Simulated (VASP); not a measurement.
# Au (Fm-3m) in VASP: a series of runs

The runs below take Au through single point, with PBEsol+D3(BJ), RPBE.

Program: VASP 6.6.1. These are calculated values, not measurements. Logs are shortened: lines on timing, memory, paths and dates and some standing lists are left out, and cuts for length are marked.

## Step 1: The cell of the first run

It takes space group Fm-3m (No. 225, cubic). Conventional cell: a = 4.124 Å, b = 4.124 Å, c = 4.124 Å, α = 90.00°, β = 90.00°, γ = 90.00°. Within 3.8 Å of Au (site symmetry m-3m) lie 12 Au at 2.92 Å.

## Step 2: Single point, PBEsol+D3(BJ)

The input, INCAR:

```
PREC = Accurate ; ENCUT = 520
EDIFF = 1E-7 ; ISMEAR = -1
SIGMA = 0.05 ; LREAL = F
LASPH = T ; NELM = 100
ALGO = Normal ; ISIF = 2
LWAVE = F ; LCHARG = F
GGA = PS ; IVDW = 12
NBANDS = 12
```

The input, KPOINTS:

```
regular mesh
0
Gamma
  11 11 11
```

The input, POSCAR:

```
Au
1.0
    0.0000000000      2.0617793868      2.0617793868
    2.0617793868      0.0000000000      2.0617793868
    2.0617793868      2.0617793868      0.0000000000
Au
1
Direct
    0.0000000000      0.0000000000      0.0000000000
```

Potentials or basis: VASP PAW PBE potentials, release 64 (Au).

On the command line:

```sh
> cat potpaw_PBE.64/Au/POTCAR > POTCAR
> mpirun -np 1 vasp_std > vasp.out
```

OUTCAR:

```text
PREC = Accurate
   ENCUT = 520
   EDIFF = 1E-7
   ISMEAR = -1
   LREAL = F
   LASPH = T
   NELM = 100
   ISIF = 2
   GGA = PS
   IVDW = 12
 IVDW          = 12

 ion  position               nearest neighbor table
   1  0.000  0.000  0.000-

  LATTYP: Found a face centered cubic cell.
 ALAT       =     4.1235587736

  Lattice vectors:

 A1 = (   0.0000000000,   2.0617793868,   2.0617793868)
 A2 = (   2.0617793868,   0.0000000000,   2.0617793868)
 A3 = (   2.0617793868,   2.0617793868,   0.0000000000)

Analysis of symmetry for initial positions (statically):
=====================================================================
 Subroutine PRICEL returns:
 Original cell was already a primitive cell.

 Routine SETGRP: Setting up the symmetry group for a
 face centered cubic supercell.

 Subroutine GETGRP returns: Found 48 space group operations
[... 9 lines left out ...]

 Routine SETGRP: Setting up the symmetry group for a
 face centered cubic supercell.

 Subroutine GETGRP returns: Found 48 space group operations
[... 11 lines left out ...]
                                     Primitive cell

  volume of cell :      17.5290

  direct lattice vectors                    reciprocal lattice vectors
     0.000000000  2.061779387  2.061779387    -0.242508972  0.242508972  0.242508972
     2.061779387  0.000000000  2.061779387     0.242508972 -0.242508972  0.242508972
     2.061779387  2.061779387  0.000000000     0.242508972  0.242508972 -0.242508972

  length of vectors
     2.915796371  2.915796371  2.915796371     0.420037861  0.420037861  0.420037861

  position of ions in fractional coordinates (direct lattice)
     0.000000000  0.000000000  0.000000000

  ion indices of the primitive-cell ions
   primitive index   ion index
                 1           1

----------------------------------------------------------------------------------------

 KPOINTS: regular mesh

Automatic generation of k-mesh.
 Grid dimensions read from file:
 generate k-points for:   11   11   11

 Generating k-lattice:

  Cartesian coordinates                     Fractional coordinates (reciprocal lattice)
    -0.022046270  0.022046270  0.022046270     0.090909091  0.000000000  0.000000000
     0.022046270 -0.022046270  0.022046270     0.000000000  0.090909091  0.000000000
     0.022046270  0.022046270 -0.022046270     0.000000000  0.000000000  0.090909091

  Length of vectors
     0.038185260  0.038185260  0.038185260

  Shift w.r.t. Gamma in fractional coordinates (k-lattice)
     0.000000000  0.000000000  0.000000000

 Subroutine IBZKPT returns following result:
 ===========================================

 Found     56 irreducible k-points:

 Following reciprocal coordinates:
            Coordinates               Weight
  0.000000  0.000000  0.000000      1.000000
  0.090909  0.000000  0.000000      8.000000
  0.181818  0.000000  0.000000      8.000000
  0.272727  0.000000  0.000000      8.000000
  0.363636  0.000000  0.000000      8.000000
  0.454545  0.000000  0.000000      8.000000
[... 16 lines left out ...]
 -0.272727  0.181818  0.000000     24.000000
 -0.181818  0.181818  0.000000     12.000000
 [... further k-points ...]
   k-points           NKPTS =     56   k-points in BZ     NKDIM =     56   number of bands    NBANDS=     12
   number of dos      NEDOS =    301   number of ions     NIONS =      1
   total plane-waves  NPLWV =  13824
   dimension x,y,z NGX =    24 NGY =   24 NGZ =   24
   dimension x,y,z NGXF=    48 NGYF=   48 NGZF=   48
   ions per type =               1
   NGX,Y,Z   is equivalent  to a cutoff of  13.68, 13.68, 13.68 a.u.
   NGXF,Y,Z  is equivalent  to a cutoff of  27.37, 27.37, 27.37 a.u.
 SYSTEM =  unknown system
   PREC   = accura    normal or accurate (medium, high low for compatibility)
   ISTART =      0    job   : 0-new  1-cont  2-samecut
   ICHARG =      2    charge: 1-file 2-atom 10-const
   ISPIN  =      1    spin polarized calculation?
   LNONCOLLINEAR =      F non collinear calculations
   LSORBIT =      F    spin-orbit coupling
   LASPH  =      T    aspherical Exc in radial PAW
   ENCUT  =  520.0 eV  38.22 Ry    6.18 a.u.   5.42  5.42  5.42*2*pi/ulx,y,z
   NELM   =    100;   NELMIN=  2; NELMDL= -5     # of ELM steps
   EDIFF  = 0.1E-06   stopping-criterion for ELM
   LREAL  =      F    real-space projection
   EDIFFG = 0.1E-05   stopping-criterion for IOM
   NSW    =      0    number of steps for IOM
   IBRION =     -1    ionic relax: 0-MD 1-quasi-New 2-CG
   NFREE  =      0    steps in history (QN), initial steepest desc. (CG)
   ISIF   =      2    stress and relaxation
   ISYM   =      2    0-nonsym 1-usesym 2-fastsym
   POTIM  = 0.5000    time-step for ionic-motion
   TEBEG  =    0.0;   TEEND  =   0.0 temperature during run
   PSTRESS=    0.0 pullay stress
   NELECT =      11.0000    total number of electrons
   NUPDOWN=      -1.0000    fix difference up-down
   EMIN   =  10.00;   EMAX   =-10.00  energy-range for DOS
[... 5 lines left out ...]
     AMIX     =   0.40;   BMIX     =  1.00
     AMIX_MAG =   1.60;   BMIX_MAG =  1.00
  volume/ion in A,a.u.               =      17.53       118.29
  Fermi-wavevector in a.u.,A,eV,Ry     =   1.401587  2.648616 26.727929  1.964447
  Thomas-Fermi vector in A             =   2.524434
   LORBIT       =      0    0 simple, 1 ext, 2 COOP (PROOUT), +10 PAW based schemes
   GGA     = PS    functional components
   LHFCALC =     F    Hartree Fock is set to
   AEXX    =    0.0000 exact exchange contribution
   IVDW    =    12    specifies the selected vdW correction
   LEPSILON=     F    determine dielectric tensor
   LRPA    =     F    only Hartree local field effects (RPA)
 non-spin polarized calculation
  energy-cutoff  :      520.00
  volume of cell :       17.53
 maximum number of plane-waves:       495
 NGX is ok and might be reduce to    24
   NGX = 11   NGY = 11   NGZ = 11

 number of electron      11.0000001 magnetization

 Free energy of the ion-electron system (eV)
  ---------------------------------------------------
  ext. energy  EPLUGINS =         0.00000000
  ---------------------------------------------------
  free energy    TOTEN  =        -3.92450983 eV

  energy without entropy =       -3.92347654  energy(sigma->0) =       -3.92399319

 E-fermi :   8.8545     XC(G=0): -12.7180

 val. band max:        8.6962846876   @ k =   0.4545   0.3636   0.0000
 cond. band min:       8.9760289864   @ k =  -0.4545   0.0909   0.0000
 fundamental gap:      0.2797442988
 Fermi energy:         8.8544949735

 k-point     1 :       0.0000    0.0000    0.0000
  band No.  band energies     occupation
      1      -0.8097      2.00000
      2       4.2862      2.00000
      3       4.2862      2.00000
      4       4.2862      2.00000
      5       5.7407      2.00000
      6       5.7407      2.00000
      7      23.3499      0.00000
      8      27.1789      0.00000
      9      27.1789      0.00000
     10      27.1789      0.00000
     11      31.9574      0.00000
     12      36.3167      0.00000

 k-point     2 :       0.0909    0.0000    0.0000
  band No.  band energies     occupation
      1      -0.5309      2.00000
      2       4.2008      2.00000
      3       4.3773      2.00000
      4       4.3773      2.00000
      5       5.7028      2.00000
      6       5.7028      2.00000
      7      23.6384      0.00000
      8      25.5480      0.00000
      9      27.4907      0.00000
     10      27.4907      0.00000
     11      32.6315      0.00000
     12      34.7080      0.00000

 k-point     3 :       0.1818    0.0000    0.0000
  band No.  band energies     occupation
      1       0.2373      2.00000
      2       4.0614      2.00000
      3       4.5424      2.00000
      4       4.5424      2.00000
      5       5.7073      2.00000
      6       5.7073      2.00000
      7      22.3094      0.00000
      8      24.4452      0.00000
      9      28.2188      0.00000
     10      28.2188      0.00000
     11      30.5966      0.00000
     12      32.6512      0.00000

 k-point     4 :       0.2727    0.0000    0.0000
  band No.  band energies     occupation
      1       1.1734      2.00000
      2       4.2820      2.00000
      3       4.5316      2.00000
      4       4.5316      2.00000
      5       6.0026      2.00000
      6       6.0026      2.00000
      7      18.8688      0.00000
      8      24.1932      0.00000
      9      28.2109      0.00000
     10      28.2109      0.00000
     11      30.5474      0.00000
     12      31.5411      0.00000

 k-point     5 :       0.3636    0.0000    0.0000
  band No.  band energies     occupation
      1       1.6609      2.00000
      2       4.3820      2.00000
      3       4.3820      2.00000
      4       5.5139      2.00000
      5       6.4862      2.00000
      6       6.4862      2.00000
      7      15.3235      0.00000
      8      23.3764      0.00000
      9      26.8329      0.00000
     10      26.8329      0.00000
     11      32.3430      0.00000
     12      32.3505      0.00000
[... 228 lines left out ...]
      1       2.4347      2.00000
      2       3.8382      2.00000
      3       4.8532      2.00000
      4       4.9889      2.00000
      5       6.8359      2.00000
      6      10.5971      0.00000
      7      11.7795      0.00000
      8      21.3120      0.00000
      9      23.9464      0.00000
     10      24.4818      0.00000
     11      33.7859      0.00000
     12      33.8494      0.00000

 k-point    22 :      -0.3636    0.1818    0.0000
  band No.  band energies     occupation
      1       2.5085      2.00000
      2       3.9187      2.00000
      3       4.8346      2.00000
      4       4.8463      2.00000
      5       6.3772      2.00000
      6       9.2412      0.00087
      7      13.8267      0.00000
      8      20.7045      0.00000
      9      24.5050      0.00000
     10      25.5049      0.00000
     11      32.0844      0.00000
     12      33.8423      0.00000

 k-point    23 :      -0.2727    0.1818    0.0000
  band No.  band energies     occupation
      1       2.4373      2.00000
      2       3.9253      2.00000
      3       4.2845      2.00000
      4       4.9408      2.00000
      5       5.7385      2.00000
      6       7.8751      2.00000
      7      17.0466      0.00000
      8      20.8112      0.00000
      9      25.1225      0.00000
     10      27.7696      0.00000
     11      29.8116      0.00000
     12      33.8691      0.00000

 k-point    24 :      -0.1818    0.1818    0.0000
  band No.  band energies     occupation
      1       1.7097      2.00000
      2       3.7051      2.00000
      3       4.4807      2.00000
      4       5.1227      2.00000
      5       5.1659      2.00000
      6       6.8883      2.00000
      7      19.9608      0.00000
      8      21.8719      0.00000
      9      26.3334      0.00000
     10      27.8790      0.00000
     11      30.2245      0.00000
     12      32.8998      0.00000

 [... further k-points ...]

------------------------ aborting loop because EDIFF is reached ----------------------------------------

 Edisp (eV)   -0.61359

 E8    (eV) :    -0.4147

  FORCE on cell =-STRESS in cart. coord.  units (eV):
  Direction    XX          YY          ZZ          XY          YZ          ZX
  --------------------------------------------------------------------------------------
  -------------------------------------------------------------------------------------
  Total      -1.18364    -1.18364    -1.18364    -0.00000     0.00000     0.00000
  in kB    -108.18700  -108.18700  -108.18700    -0.00000     0.00000     0.00000
  external pressure =     -108.19 kB  Pullay stress =        0.00 kB

 VOLUME and BASIS-vectors are now :
 -----------------------------------------------------------------------------
  energy-cutoff  :      520.00
  volume of cell :       17.53
      direct lattice vectors                 reciprocal lattice vectors
     0.000000000  2.061779387  2.061779387    -0.242508972  0.242508972  0.242508972
     2.061779387  0.000000000  2.061779387     0.242508972 -0.242508972  0.242508972
     2.061779387  2.061779387  0.000000000     0.242508972  0.242508972 -0.242508972

 POSITION                                       TOTAL-FORCE (eV/Angst)
 -----------------------------------------------------------------------------------
      0.00000      0.00000      0.00000         0.000000      0.000000      0.000000
 -----------------------------------------------------------------------------------
    total drift:                                0.000000      0.000000     -0.000000

  FREE ENERGIE OF THE ION-ELECTRON SYSTEM (eV)
  ---------------------------------------------------
  free  energy   TOTEN  =        -4.5381047346 eV

  energy  without entropy=       -4.5370714461  energy(sigma->0) =       -4.53758809
```

Wall time 9.7 s (1 thread of Intel Xeon 6975P-C, shared host); peak memory 0.15 GiB.

What came out:

- Free energy: -4.5381 eV
- Pressure: -10.8 GPa
- Dispersion energy per atom: -0.614 eV

Levels at points of the mesh, in eV from the Fermi level:
```
           k point  band 2  band 3  band 4  band 5  band 6  band 7  band 8  band 9  band 10  band 11
(0.00, 0.00, 0.00)   -4.57   -4.57   -4.57   -3.11   -3.11   14.50   18.32   18.32    18.32    23.10
```

Caveat: the PAW data sets were made with another functional, which shifts forces and pressure a little; spin-orbit coupling is left out, which moves the levels of the heavy elements; pairwise dispersion overbinds metals, which lowers pressure and volume.

## Step 3: Single point, PBEsol+D3(BJ)

This run uses another cell than the first one, of 17.87 Å³/atom, 1.019 times its volume.

The input, INCAR:

```
ALGO = Fast ; EDIFF = 1E-6
ENCUT = 520 ; GGA = PS
ISIF = 2 ; ISMEAR = -1
IVDW = 12 ; LASPH = T
LCHARG = F ; LREAL = F
LWAVE = F ; NBANDS = 12
NELM = 100 ; PREC = Accurate
SIGMA = 0.05
```

The input, KPOINTS:

```
k-points
0
Gamma
  11 11 11
```

The input, POSCAR:

```
Au
1.0
    0.0000000000      2.0749120936      2.0749120936
    2.0749120936      0.0000000000      2.0749120936
    2.0749120936      2.0749120936      0.0000000000
Au
1
Direct
    0.0000000000      0.0000000000      0.0000000000
```

Potentials or basis: VASP PAW PBE potentials, release 64 (Au).

On the command line:

```sh
> cat potpaw_PBE.64/Au/POTCAR > POTCAR
> mpirun -np 1 vasp_std > vasp.out
```

Run time: 8.3 s. Hardware: 1 thread of Intel Xeon 6975P-C, shared host; peak memory 0.15 GiB.

Results (log left out):

```yaml
Free_energy: -4.5130 eV
Pressure: -13.2 GPa
Dispersion_energy_per_atom: -0.602 eV
```

Levels at points of the mesh, in eV from the Fermi level:
```
           k point  band 4  band 5  band 6  band 7  band 8  band 9
(0.00, 0.00, 0.00)   -4.49   -3.09   -3.09   14.49   18.21   18.21
```

Caveat: the PAW data sets were made with another functional, which shifts forces and pressure a little; spin-orbit coupling is left out, which moves the levels of the heavy elements; pairwise dispersion overbinds metals, which lowers pressure and volume.

(Part 1 of 2 ends here.)
